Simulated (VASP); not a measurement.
# ZnSn24O48 (a cell with a defect) in VASP: relaxation of the atoms with PBEsol

Aim: the relaxation of the atoms of ZnSn24O48 (a cell with a defect) with PBEsol.

All numbers are computed with VASP 6.6.1; they aren't measurements. Logs are shortened: lines on timing, memory, paths and dates and some standing lists are left out, and cuts for length are marked.

### 1 The cell of the first run

The cell holds a defect, 73 atoms: a = 9.538 Å, b = 9.538 Å, c = 9.636 Å, α = 90.00°, β = 90.00°, γ = 90.00°.

### 2 Relaxation of the atoms, PBEsol

Input file INCAR:

```
SYSTEM = ZnSn24O48
PREC = Accurate
ENCUT = 520
EDIFF = 1E-7
ISMEAR = -1
SIGMA = 0.05
LREAL = Auto
LASPH = .TRUE.
NELM = 120
ALGO = Normal
ISIF = 2
LWAVE = .FALSE.
LCHARG = .FALSE.
GGA = PS
IBRION = 2
NSW = 100
EDIFFG = -0.03
NELECT = 634.0
ISYM = -1
GGA_COMPAT = .FALSE.
NELMIN = 4
KPAR = 1
```

Input file KPOINTS:

```
explicit points
1
Reciprocal
  0.25000000   0.25000000   0.25000000 1
```

Input file POSCAR:

```
ZnSn24O48
1.0
    9.5380920000      0.0000000000      0.0000000000
    0.0000000000      9.5380920000      0.0000000000
    0.0000000000      0.0000000000      9.6363030000
Sn O Zn
24 48 1
Direct
    0.9993180000      0.0019740000      0.9994130000
    0.9968710000      0.0017210000      0.3315370000
    0.0014050000      0.9984110000      0.6646670000
    0.0008310000      0.4990160000      0.9991820000
    0.9993000000      0.5026850000      0.3342630000
    0.0005440000      0.4980270000      0.6681690000
    0.4977210000      0.9999600000      0.9995620000
    0.5017290000      0.0006650000      0.3362450000
    0.5011420000      0.0022130000      0.6656290000
    0.4990360000      0.4973690000      0.9992070000
    0.5014620000      0.4993090000      0.3355420000
    0.4990810000      0.5016270000      0.6692590000
    0.2489690000      0.2507150000      0.1692660000
    0.2506080000      0.2490180000      0.5020810000
    0.2476970000      0.2500140000      0.8343990000
    0.2476260000      0.7514750000      0.1703730000
    0.2471490000      0.7539400000      0.5026080000
    0.2460520000      0.7514580000      0.8348230000
    0.7522390000      0.2481490000      0.1683220000
    0.7471500000      0.2472850000      0.5010590000
    0.7495550000      0.2488240000      0.8354860000
    0.7512270000      0.7496700000      0.1666360000
    0.7455230000      0.7516960000      0.4991980000
    0.7472670000      0.7535290000      0.8293160000
    0.1532770000      0.1555500000      0.0010640000
    0.1532490000      0.1547520000      0.3343610000
    0.1523450000      0.1539960000      0.6672320000
    0.1555210000      0.6505900000      0.0030070000
    0.1523810000      0.6549790000      0.3310200000
    0.1545040000      0.6538160000      0.6670790000
    0.6547730000      0.1569740000      0.0035030000
    0.6542320000      0.1516540000      0.3350540000
    0.6525340000      0.1498480000      0.6629730000
    0.6559280000      0.6546740000      0.0010600000
    0.6508050000      0.6518650000      0.3361310000
    0.6547790000      0.6563650000      0.6642520000
    0.3481840000      0.3459820000      0.0001610000
    0.3470240000      0.3453010000      0.3348470000
    0.3464000000      0.3476500000      0.6712090000
    0.3476170000      0.8490730000      0.0018640000
    0.3472290000      0.8463360000      0.3332060000
    0.3504390000      0.8475660000      0.6668040000
    0.8461810000      0.3460770000      0.9994060000
    0.8493740000      0.3478950000      0.3320570000
    0.8484070000      0.3482070000      0.6659120000
    0.8484330000      0.8462470000      0.0023020000
    0.8498340000      0.8466310000      0.3350610000
    0.8487600000      0.8488280000      0.6673750000
    0.0962580000      0.4030220000      0.1668630000
    0.0957150000      0.4045270000      0.5016110000
    0.0945020000      0.4018920000      0.8369390000
    0.0978420000      0.9064540000      0.1657090000
    0.0966470000      0.9028960000      0.5000620000
    0.1007170000      0.9056720000      0.8325550000
    0.5959830000      0.4026810000      0.1654570000
    0.5969400000      0.4064200000      0.4993670000
    0.5970980000      0.4053410000      0.8328230000
    0.5948010000      0.9006360000      0.1687770000
    0.5987460000      0.9059650000      0.5008550000
    0.5963540000      0.9027780000      0.8353040000
    0.4036730000      0.0974540000      0.1663650000
    0.4022530000      0.0909680000      0.4994290000
    0.4016850000      0.0964730000      0.8320930000
    0.4071080000      0.5975200000      0.1629760000
    0.4034240000      0.5965940000      0.5008650000
    0.4034690000      0.5984490000      0.8323800000
    0.9011630000      0.0962670000      0.1675190000
    0.9056290000      0.0997800000      0.4972630000
    0.9016130000      0.0987170000      0.8300020000
    0.9017730000      0.5982990000      0.1658420000
    0.8996060000      0.5945930000      0.4985070000
    0.9033970000      0.5966930000      0.8337500000
    0.3924960000      0.3954120000      0.8590950000
```

Potentials or basis: VASP PAW PBE potentials, release 64 (Sn_d, O, Zn).

Launch:

```bash
$ cat potpaw_PBE.64/Sn_d/POTCAR potpaw_PBE.64/O/POTCAR potpaw_PBE.64/Zn/POTCAR > POTCAR
$ mpirun -np 8 vasp_std > vasp.out
```

OUTCAR:

```text
SYSTEM = ZnSn24O48
   PREC = Accurate
   ENCUT = 520
   EDIFF = 1E-7
   ISMEAR = -1
   LREAL = Auto
   LASPH = .TRUE.
   NELM = 120
   ISIF = 2
   GGA = PS
   IBRION = 2
   NSW = 100
   EDIFFG = -0.03
   NELECT = 634.0
   ISYM = -1
   NELMIN = 4

 ion  position               nearest neighbor table
   1  0.999  0.002  0.999-  46 2.07  52 2.07  25 2.07  67 2.08  54 2.09  69 2.09   2 3.20   3 3.23
                            21 3.70  19 3.70  15 3.71  18 3.71  13 3.74  22 3.74  16 3.75  24 3.75
   2  0.997  0.002  0.332-  67 2.04  47 2.04  68 2.05  52 2.08  26 2.09  53 2.11   1 3.20   3 3.21
                            19 3.67  22 3.71  20 3.72  16 3.72  13 3.72  17 3.74  23 3.75  14 3.76
   3  0.001  0.998  0.665-  48 2.04  53 2.04  27 2.07  54 2.07  69 2.09  68 2.09   2 3.21   1 3.23
                            17 3.66  18 3.70  14 3.72  24 3.72  15 3.74  20 3.74  23 3.75
   4  0.001  0.499  0.999-  51 2.03  28 2.07  72 2.07  49 2.07  43 2.07  70 2.09   6 3.19   5 3.23
                            15 3.70  18 3.71  13 3.73  21 3.73  22 3.74  19 3.74  16 3.75
   5  0.999  0.503  0.334-  71 2.04  44 2.06  29 2.06  50 2.08  70 2.08  49 2.09   6 3.22   4 3.23
                            16 3.71  22 3.71  17 3.74  13 3.74  19 3.74  23 3.75
   6  0.001  0.498  0.668-  45 2.04  50 2.05  51 2.07  72 2.07  30 2.09  71 2.11   4 3.19   5 3.22
                            15 3.70  14 3.73  18 3.73  21 3.74  17 3.75
   7  0.498  1.000  1.000-  40 2.03  60 2.06  61 2.06  63 2.07  58 2.10  31 2.12   9 3.22   8 3.24
                            24 3.73  18 3.73  21 3.73  15 3.73  16 3.74  13 3.74
   8  0.502  0.001  0.336-  62 2.03  59 2.05  32 2.05  58 2.07  41 2.08  61 2.10   9 3.17   7 3.24
                            23 3.68  20 3.68  19 3.73  14 3.73  17 3.74  22 3.75  16 3.75  13 3.75
   9  0.501  0.002  0.666-  33 2.02  62 2.04  59 2.06  42 2.06  63 2.07  60 2.10   8 3.17   7 3.22
                            20 3.67  24 3.69  23 3.70  14 3.71  21 3.72  17 3.73  15 3.75
  10  0.499  0.497  0.999-  73 1.95  37 2.04  64 2.04  57 2.05  55 2.06  66 2.08  34 2.12  12 3.18
                            11 3.24  21 3.72  15 3.72  13 3.73
  11  0.501  0.499  0.336-  56 2.03  35 2.04  65 2.07  38 2.08  55 2.09  64 2.11  12 3.22  10 3.24
                            23 3.70  20 3.72  13 3.74  14 3.74  22 3.75  19 3.75
  12  0.499  0.502  0.669-  66 2.04  57 2.05  39 2.07  65 2.07  56 2.09  36 2.09  73 2.33  10 3.18
                            11 3.22  24 3.71  23 3.73  14 3.74  15 3.75  18 3.75  21 3.75  20 3.76
  13  0.249  0.251  0.169-  26 2.05  49 2.06  38 2.06  25 2.07  61 2.08  37 2.09  14 3.21  15 3.23
                             2 3.72   4 3.73  10 3.73   5 3.74   1 3.74  11 3.74   7 3.74   8 3.75
  14  0.251  0.249  0.502-  27 2.06  26 2.07  38 2.07  62 2.09  39 2.09  50 2.09  15 3.20  13 3.21
                             9 3.71   3 3.72   6 3.73   8 3.73  11 3.74  12 3.74   2 3.76
  15  0.248  0.250  0.834-  73 1.97  25 2.05  39 2.06  51 2.06  27 2.06  63 2.07  37 2.08  14 3.20
                            13 3.23   4 3.70   6 3.70   1 3.71  10 3.72   7 3.73   3 3.74  12 3.75
  16  0.248  0.751  0.170-  29 2.02  41 2.05  52 2.06  28 2.07  40 2.10  64 2.12  17 3.20  18 3.23
                             5 3.71   2 3.72   7 3.74   1 3.75   4 3.75   8 3.75
  17  0.247  0.754  0.503-  53 2.02  30 2.05  42 2.07  41 2.09  29 2.11  65 2.12  18 3.20  16 3.20
                             3 3.66   9 3.73   5 3.74   2 3.74   8 3.74   6 3.75
  18  0.246  0.751  0.835-  54 2.02  30 2.06  28 2.07  66 2.09  40 2.10  42 2.11  17 3.20  16 3.23
                             3 3.70   1 3.71   4 3.71   7 3.73   6 3.73  12 3.75
  19  0.752  0.248  0.168-  67 2.03  31 2.04  44 2.06  32 2.07  43 2.08  55 2.10  20 3.21  21 3.21
                             2 3.67   1 3.70   8 3.73   4 3.74   5 3.74  11 3.75
  20  0.747  0.247  0.501-  33 2.03  32 2.04  68 2.07  56 2.09  45 2.09  44 2.13  19 3.21  21 3.22
                             9 3.67   8 3.68  11 3.72   2 3.72   3 3.74  12 3.76
[... 27 lines left out ...]
   IMIX   =      4    mixing-type and parameters
     AMIX     =   0.40;   BMIX     =  1.00
     AMIX_MAG =   1.60;   BMIX_MAG =  1.00
  volume/ion in A,a.u.               =      12.01        81.04
  Fermi-wavevector in a.u.,A,eV,Ry     =   1.469468  2.776892 29.379548  2.159336
  Thomas-Fermi vector in A             =   2.584842
   LORBIT       =      0    0 simple, 1 ext, 2 COOP (PROOUT), +10 PAW based schemes
   GGA     = PS    functional components
   LHFCALC =     F    Hartree Fock is set to
   AEXX    =    0.0000 exact exchange contribution
   IVDW    =     0    specifies the selected vdW correction
   LEPSILON=     F    determine dielectric tensor
   LRPA    =     F    only Hartree local field effects (RPA)
 conjugate gradient relaxation of ions
 non-spin polarized calculation
  energy-cutoff  :      520.00
  volume of cell :      876.66
 maximum number of plane-waves:     23594
 NGX is ok and might be reduce to    70
   NGX = 35   NGY = 35   NGZ = 35

--------------------------------------- Ionic step        1  -------------------------------------------

 number of electron     633.9999958 magnetization

 Free energy of the ion-electron system (eV)
  ---------------------------------------------------
  ext. energy  EPLUGINS =         0.00000000
  ---------------------------------------------------
  free energy    TOTEN  =      -478.50820603 eV

  energy without entropy =     -478.50820589  energy(sigma->0) =     -478.50820596

------------------------ aborting loop because EDIFF is reached ----------------------------------------

  FORCE on cell =-STRESS in cart. coord.  units (eV):
  Direction    XX          YY          ZZ          XY          YZ          ZX
  --------------------------------------------------------------------------------------
  -------------------------------------------------------------------------------------
  Total       10.1883373     10.3514755     31.1803463     27.0129590      2.1776679      1.3795680
  in kB       18.6200325     18.9181811     56.9846724     49.3684259      3.9798690      2.5212750
  external PRESSURE =      31.5076287 kB  Pullay stress =       0.0000000 kB
[... 302 lines left out ...]
  FREE ENERGIE OF THE ION-ELECTRON SYSTEM (eV)
  ---------------------------------------------------
  free  energy   TOTEN  =      -485.7476774261 eV

  energy  without entropy=     -485.7476774144  energy(sigma->0) =     -485.74767742

[... ionic steps 4 to 67 ...]

--------------------------------------- Ionic step       68  -------------------------------------------

 number of electron     633.9999984 magnetization

------------------------ aborting loop because EDIFF is reached ----------------------------------------
[... 209 lines left out ...]
--------------------------------------- Ionic step       70  -------------------------------------------

 number of electron     633.9999983 magnetization

 Free energy of the ion-electron system (eV)
  ---------------------------------------------------
  ext. energy  EPLUGINS =         0.00000000
  ---------------------------------------------------
  free energy    TOTEN  =      -491.70925671 eV

  energy without entropy =     -491.70925671  energy(sigma->0) =     -491.70925671

 E-fermi :   6.7916     XC(G=0): -11.4922

 val. band max:        5.7293356684   @ k =   0.2500   0.2500   0.2500
 cond. band min:       7.8550148160   @ k =   0.2500   0.2500   0.2500
 fundamental gap:      2.1256791476
 Fermi energy:         6.7916470723

 k-point     1 :       0.2500    0.2500    0.2500
  band No.  band energies     occupation
      1     -15.1357      2.00000
      2     -15.0893      2.00000
      3     -15.0416      2.00000
      4     -15.0346      2.00000
      5     -15.0174      2.00000
      6     -14.9768      2.00000
[... 321 lines left out ...]
    328      10.8035      0.00000
    329      10.8398      0.00000
 [bands above 329 left out]

------------------------ aborting loop because EDIFF is reached ----------------------------------------

  FORCE on cell =-STRESS in cart. coord.  units (eV):
  Direction    XX          YY          ZZ          XY          YZ          ZX
  --------------------------------------------------------------------------------------
  -------------------------------------------------------------------------------------
  Total       -8.1460558    -11.4001749    -13.8617254      0.3125159     -0.2279628     -0.3276186
  in kB      -14.8875934    -20.8347665    -25.3334543      0.5711487     -0.4166209     -0.5987502
  external PRESSURE =     -20.3519381 kB  Pullay stress =       0.0000000 kB
[... 88 lines left out ...]
  FREE ENERGIE OF THE ION-ELECTRON SYSTEM (eV)
  ---------------------------------------------------
  free  energy   TOTEN  =      -491.7092567104 eV

  energy  without entropy=     -491.7092567077  energy(sigma->0) =     -491.70925671

 reached required accuracy - stopping structural energy minimisation
```

Wall time 77 min (8 MPI ranks of Intel Xeon 6975P-C (Granite Rapids), shared host); peak memory 0.31 GiB.

What came out:

- Free energy: -491.7093 eV
- Energy gained by relaxing: 180.8 meV/atom
- Ionic steps: 70
- Largest force after relaxing: 0.025 eV/Å

Forces in eV/Å, atoms in the order of the input:
```
Sn  -0.004  0.004  0.013
Sn   0.001  0.000 -0.007
Sn   0.000  0.010  0.001
Sn  -0.008  0.015  0.012
Sn   0.000 -0.012 -0.003
Sn  -0.006  0.012 -0.006
Sn   0.008 -0.003  0.005
Sn   0.004  0.004  0.007
Sn   0.008  0.004 -0.007
Sn   0.001 -0.001  0.003
Sn  -0.001 -0.005  0.001
Sn  -0.003 -0.004 -0.003
Sn  -0.007 -0.004  0.001
Sn  -0.006 -0.009 -0.006
Sn   0.006  0.003  0.004
Sn  -0.001  0.005  0.003
Sn   0.000  0.001 -0.007
Sn   0.015  0.002  0.000
Sn   0.007 -0.007  0.000
Sn   0.004 -0.002  0.002
Sn   0.014  0.003 -0.002
Sn   0.006 -0.003  0.007
Sn   0.001 -0.002 -0.011
Sn   0.002 -0.009 -0.003
O    0.009  0.003 -0.006
O    0.000 -0.006  0.001
O    0.001 -0.002 -0.001
O   -0.005 -0.005 -0.021
O   -0.009  0.012  0.002
O   -0.004 -0.004  0.015
O    0.007 -0.008 -0.001
O    0.004 -0.024 -0.003
O    0.009 -0.007  0.004
O   -0.008 -0.017  0.002
O    0.011 -0.004  0.005
O    0.000 -0.008 -0.004
O   -0.015  0.003  0.016
O   -0.010 -0.014 -0.001
O   -0.005  0.010 -0.014
O   -0.005  0.011 -0.006
O    0.011 -0.002  0.003
O   -0.006  0.009  0.003
O    0.008  0.001 -0.001
O   -0.015  0.006  0.001
O    0.010  0.006  0.001
O   -0.001  0.008 -0.007
O    0.001  0.003 -0.002
O   -0.006  0.002  0.009
O   -0.006 -0.002 -0.010
O   -0.007 -0.003  0.017
O    0.009 -0.002  0.004
O   -0.004  0.004  0.003
O   -0.002  0.003  0.002
O   -0.005  0.004  0.003
O   -0.005  0.004 -0.009
O    0.000  0.002  0.009
O   -0.006 -0.022  0.000
O   -0.007  0.000  0.002
O   -0.003 -0.009 -0.005
O    0.001 -0.006  0.003
O   -0.002  0.008 -0.003
O    0.000  0.003  0.001
O    0.000 -0.002  0.003
O    0.010  0.005  0.008
O    0.008  0.006 -0.012
O    0.005  0.010  0.002
O    0.004  0.005  0.001
O    0.000  0.008 -0.007
O    0.002  0.000 -0.003
O   -0.003 -0.001  0.010
O   -0.010 -0.001 -0.010
O   -0.007  0.000 -0.005
Zn   0.003  0.011  0.000
```

The path:
```
step  energy change (eV)  largest force (eV/Å)  pressure (GPa)
   1              0.0000               20.1122            3.15
   3             -7.2395                7.4431            1.07
   5             -7.4082                6.3069            0.85
   7             -9.0251                2.5041            0.34
   9             -9.7108                1.6874           -0.28
  11             -9.9955                1.4630           -0.38
  13            -10.2330                1.0795           -0.38
  15            -10.4772                1.0051           -0.60
  17            -10.7020                0.9868           -0.80
  19            -10.8967                1.1813           -0.91
  21            -11.0575                0.8406           -1.00
  23            -11.1721                1.1354           -0.94
  25            -11.3271                1.1818           -0.90
  27            -11.5056                0.8318           -1.02
  29            -11.7232                0.7490           -1.29
  31            -11.9383                0.8307           -1.63
  33            -12.0911                1.0969           -1.76
  35            -12.2579                1.4661           -1.90
  37            -12.4799                1.0557           -2.18
  39            -12.6543                0.5761           -2.26
  41            -12.8613                0.5874           -2.14
  43            -12.9977                0.4564           -2.03
  45            -13.0780                0.2678           -2.04
  47            -13.1196                0.2185           -2.04
  49            -13.1491                0.2341           -2.05
  51            -13.1694                0.1674           -2.02
  53            -13.1786                0.1096           -2.01
  55            -13.1843                0.1202           -1.99
  57            -13.1890                0.0881           -2.00
  59            -13.1926                0.0591           -2.01
  61            -13.1953                0.0625           -2.01
  63            -13.1972                0.0497           -2.02
  65            -13.1987                0.0468           -2.03
  67            -13.1996                0.0389           -2.03
  69            -13.2004                0.0333           -2.03
  70            -13.2011                0.0249           -2.04
```

Final structure:
```
Sn O Zn
1.0
     9.53809    0.00000    0.00000
     0.00000    9.53809    0.00000
     0.00000    0.00000    9.63630
Sn O Zn
24 48 1
Direct
  0.99567 0.99914 0.00372
  0.00697 0.99668 0.33406
  0.99576 0.99913 0.66439
  0.99100 0.50097 0.00386
  0.00270 0.49744 0.33400
  0.99058 0.50094 0.66401
  0.50789 0.99861 0.00368
  0.49699 0.00140 0.33403
  0.50771 0.99871 0.66451
  0.51299 0.49694 0.00402
  0.50148 0.50085 0.33411
  0.51339 0.49678 0.66411
  0.25244 0.25307 0.16737
  0.25242 0.25310 0.50087
  0.24576 0.21881 0.83417
  0.25167 0.74496 0.16734
  0.25185 0.74503 0.50088
  0.25717 0.77823 0.83421
  0.75193 0.24636 0.16958
  0.75184 0.24607 0.49848
  0.75276 0.24786 0.83412
  0.75212 0.75190 0.16955
  0.75212 0.75204 0.49858
  0.75075 0.75002 0.83407
  0.15413 0.14679 0.00703
  0.15764 0.15243 0.33411
  0.15417 0.14688 0.66124
  0.16349 0.64438 0.98843
  0.15901 0.64641 0.33412
  0.16345 0.64423 0.67974
  0.65693 0.15150 0.00032
  0.65420 0.15041 0.33398
  0.65679 0.15155 0.66787
  0.66042 0.65076 0.00249
  0.65532 0.65155 0.33405
  0.66077 0.65052 0.66562
  0.34064 0.35306 0.98790
  0.34557 0.35141 0.33413
  0.34090 0.35285 0.68012
  0.34956 0.85076 0.00667
  0.34606 0.84593 0.33404
  0.34934 0.85093 0.66166
  0.84315 0.34764 0.00239
  0.84882 0.34663 0.33407
  0.84304 0.34744 0.66563
  0.84655 0.84666 0.00017
  0.84919 0.84832 0.33406
  0.84656 0.84675 0.66788
  0.09782 0.40392 0.16406
  0.09778 0.40393 0.50400
  0.08531 0.38852 0.83386
  0.09608 0.89512 0.16498
  0.09615 0.89513 0.50311
  0.09719 0.91218 0.83407
  0.59661 0.39713 0.17015
  0.59670 0.39707 0.49790
  0.59988 0.40133 0.83414
  0.59757 0.90199 0.17015
  0.59744 0.90208 0.49810
  0.59646 0.89883 0.83401
  0.40750 0.10245 0.16501
  0.40748 0.10250 0.50307
  0.40640 0.08566 0.83415
  0.40614 0.59399 0.16401
  0.40630 0.59401 0.50431
  0.41820 0.60898 0.83399
  0.90621 0.09594 0.17019
  0.90620 0.09585 0.49797
  0.90741 0.09938 0.83408
  0.90762 0.60118 0.16990
  0.90761 0.60127 0.49800
  0.90481 0.59752 0.83401
  0.25210 0.49831 0.83292
```

Levels at points of the mesh, in eV from the Fermi level:
```tsv
k point	band 314	band 315	band 316	band 317	band 318	band 319	band 320	band 321
(0.25, 0.25, 0.25)	-1.43	-1.40	-1.30	-1.06	1.06	2.50	2.57	2.75
```

Caveat: the cell carries a net charge on a neutralising background, which shifts energy and pressure; the cell is charged against a uniform background, so pressure and absolute levels hang on convention; the PAW data sets were made with another functional, which shifts forces and pressure a little; spin-orbit coupling is left out, which moves the levels of the heavy elements.
